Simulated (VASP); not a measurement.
Runs of VASP 6.6.1 on MgS. The structure is that of space group Fm-3m (No. 225), or close to it. The cells are those of the table. 

```csv
cell,k mesh,gap on the mesh (eV),pressure (GPa)
"a = 3.544 Å, angles 60.0°, 2 atoms",8 × 8 × 8,3.01,11.9
"a = 3.817 Å, angles 60.0°, 2 atoms",8 × 8 × 8,2.53,-6.1
"a = 3.698 Å, angles 60.0°, 2 atoms",8 × 8 × 8,(b),-0.3
"a = 3.584 Å, angles 60.0°, 2 atoms","8 × 8 × 8, shifted",(a),8.1
"a = 3.735 Å, angles 60.0°, 2 atoms",8 × 8 × 8,2.68,-2.3
```

Alike in all rows: task single point; level PBE; potentials or basis VASP PAW PBE potentials, release 64 (Mg, S); no spin polarisation; cutoff (eV) 520; smearing gaussian 0.02 eV.

Question: Estimate the missing entries.

Answer: (a) 3.16; (b) 2.74.

Caveats: the cell stands under pressure (at least some runs); the cell stands under tension (at least some runs); a shifted mesh leaves out Γ, where band edges can lie (at least some runs).

A k mesh can miss the band edges.
